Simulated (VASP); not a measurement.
# Sr3Ta2O (P-6m2) in VASP: notebook, part 2 of 2

VASP 6.6.1.

### 3 Single point, PBE

This run uses another cell than the first one, of 26.64 Å³/atom.

File INCAR:

```
SYSTEM = Sr3Ta2O
  PREC = Accurate
  ENCUT = 520
  EDIFF = 1E-7
  ISMEAR = 0
  SIGMA = 0.1
  LREAL = .False.
  LASPH = .True.
  NELM = 80
  ALGO = Fast
  ISIF = 2
  LWAVE = .False.
  LCHARG = .True.
  GGA = PE
  LELF = .True.
  LVHAR = .True.
  NBANDS = 38
```

File KPOINTS:

```
Automatic mesh
0
Gamma
  12 12 6
  0 0 0
```

File POSCAR:

```
Sr3Ta2O
1.0
    5.6216571060      0.0000000000      0.0000000000
   -2.8108285530      4.8684978652      0.0000000000
    0.0000000000      0.0000000000      5.8397731445
Sr Ta O
3 2 1
Direct
    0.0000000000      0.0000000000      0.5000000000
    0.3333333333      0.6666666667      0.0000000000
    0.3333333333      0.6666666667      0.5000000000
    0.6666666667      0.3333333333      0.2946501434
    0.6666666667      0.3333333333      0.7053498566
    0.0000000000      0.0000000000      0.0000000000
```

Potentials or basis: VASP PAW PBE potentials, release 64 (Sr_sv, Ta_pv, O).

On the command line:

```console
$ cat potpaw_PBE.64/Sr_sv/POTCAR potpaw_PBE.64/Ta_pv/POTCAR potpaw_PBE.64/O/POTCAR > POTCAR
$ mpirun -np 1 vasp_std > vasp.out
```

OUTCAR:

```text
SYSTEM = Sr3Ta2O
   PREC = Accurate
   ENCUT = 520
   EDIFF = 1E-7
   ISMEAR = 0
   LREAL = .False.
   LASPH = .True.
   NELM = 80
   ISIF = 2
   GGA = PE

 ion  position               nearest neighbor table
   1  0.000  0.000  0.500-   6 2.92   6 2.92   3 3.25   3 3.25   3 3.25   5 3.46   4 3.46   5 3.46
                             4 3.46   5 3.46   4 3.46   2 4.37   2 4.37   2 4.37   2 4.37   2 4.37
   2  0.333  0.667  0.000-   3 2.92   3 2.92   6 3.25   6 3.25   6 3.25   4 3.67   5 3.67   4 3.67
                             5 3.67   5 3.67   4 3.67   1 4.37   1 4.37   1 4.37   1 4.37   1 4.37
   3  0.333  0.667  0.500-   2 2.92   2 2.92   1 3.25   1 3.25   1 3.25   4 3.46   5 3.46   4 3.46
                             5 3.46   4 3.46   5 3.46
   4  0.667  0.333  0.295-   5 2.40   5 3.44   3 3.46   1 3.46   3 3.46   1 3.46   1 3.46   3 3.46
                             2 3.67   2 3.67   2 3.67
   5  0.667  0.333  0.705-   4 2.40   4 3.44   1 3.46   3 3.46   3 3.46   1 3.46   1 3.46   3 3.46
                             2 3.67   2 3.67   2 3.67
   6  0.000  0.000  0.000-   1 2.92   1 2.92   2 3.25   2 3.25   2 3.25

  LATTYP: Found a hexagonal cell.
 ALAT       =     5.6216571060
 C/A-ratio  =     1.0387992427

  Lattice vectors:

[... 194 lines left out ...]

 k-point     1 :       0.0000    0.0000    0.0000
  band No.  band energies     occupation
      1     -33.0509      2.00000
      2     -32.3733      2.00000
      3     -31.9610      2.00000
      4     -31.8609      2.00000
      5     -31.3609      2.00000
      6     -31.3609      2.00000
[... 973 lines left out ...]
     37       5.3798      0.00000
     38       5.9748      0.00000

 [... further k-points ...]

------------------------ aborting loop because EDIFF is reached ----------------------------------------

  FORCE on cell =-STRESS in cart. coord.  units (eV):
  Direction    XX          YY          ZZ          XY          YZ          ZX
  --------------------------------------------------------------------------------------
  -------------------------------------------------------------------------------------
  Total        0.0681419      0.0681419      0.3474611      0.0000000      0.0000000      0.0000000
  in kB        0.6830767      0.6830767      3.4830639      0.0000000      0.0000000      0.0000000
  external PRESSURE =       1.6164058 kB  Pullay stress =       0.0000000 kB

 VOLUME and BASIS-vectors are now :
 -----------------------------------------------------------------------------
  energy-cutoff  :      520.00
  volume of cell :      159.83
      direct lattice vectors                 reciprocal lattice vectors
     5.621657106  0.000000000  0.000000000     0.177883493  0.102701082  0.000000000
    -2.810828553  4.868497865  0.000000000     0.000000000  0.205402165  0.000000000
     0.000000000  0.000000000  5.839773144     0.000000000  0.000000000  0.171239529

 POSITION                                       TOTAL-FORCE (eV/Angst)
 -----------------------------------------------------------------------------------
      0.00000      0.00000      2.91989        -0.000000      0.000000     -0.000000
     -0.00000      3.24567      0.00000        -0.000000      0.000000     -0.000000
     -0.00000      3.24567      2.91989         0.000000      0.000000     -0.000000
      2.81083      1.62283      1.72069        -0.000000      0.000000     -0.058044
      2.81083      1.62283      4.11908        -0.000000      0.000000      0.058044
      0.00000      0.00000      0.00000        -0.000000      0.000000     -0.000000
 -----------------------------------------------------------------------------------
    total drift:                                0.000000     -0.000000      0.000000

  FREE ENERGIE OF THE ION-ELECTRON SYSTEM (eV)
  ---------------------------------------------------
  free  energy   TOTEN  =       -28.4444090515 eV

  energy  without entropy=      -28.4162618485  energy(sigma->0) =      -28.43033545
```

stdout:

```text
POSCAR found type information on POSCAR SrTaO
[... 37 lines left out ...]
 num prob  num prob  num prob  num prob  num prob  num prob  num prob  num prob  num prob  num prob  num prob  num prob  num prob  num prob  num prob  num prob  num prob  num prob  num prob  num prob WARNING in EDDRMM: call to ZHEGV failed, returncode =   6  3     32
 num prob  num prob  num prob  num prob  num prob  num prob  num prob  num prob  num prob  num prob  num prob  num prob  num prob  num prob  num prob  num prob  num prob  num prob  num prob  num prob  num prob  num prob  num prob  num prob  num prob  num prob  num prob  num prob  num prob  num prob  num prob  num prob  num prob  num prob  num prob  num prob  num prob  num prob  num prob  num prob  num prob  num
```

Run time: 17 min. Hardware: 1 thread of Oxide Virtual Turin-like, shared host; peak memory 0.53 GiB.

What came out:

* Free energy: -28.4444 eV
* Pressure: 0.2 GPa
* Largest force: 0.058 eV/Å
* Band gap on the k mesh: zero (bands 29 and 30 overlap by 0.33 eV)

Forces on the atoms (eV/Å):
```
Sr   0.000  0.000  0.000
Sr   0.000  0.000  0.000
Sr   0.000  0.000  0.000
Ta   0.000  0.000 -0.058
Ta   0.000  0.000  0.058
O    0.000  0.000  0.000
```

Stress tensor (GPa, compression positive):
```
0.07 0.00 0.00
0.00 0.07 0.00
0.00 0.00 0.35
```

Levels at points of the mesh, in eV from the Fermi level:
```csv
k point,band 26,band 27,band 28,band 29,band 30,band 31,band 32,band 33
"(0.00, 0.00, 0.00)",-1.30,-0.56,-0.56,0.16,0.16,0.42,0.57,1.37
"(0.50, 0.00, 0.00)",-1.06,-0.94,-0.92,-0.38,-0.12,-0.08,1.37,1.45
"(0.00, 0.00, 0.50)",-1.06,-0.15,-0.15,0.10,0.15,0.15,1.20,1.40
"(0.50, 0.00, 0.50)",-0.80,-0.71,-0.04,0.12,0.36,0.56,0.68,1.24
```

Caveat: spin-orbit coupling is left out, which moves the levels of the heavy elements.
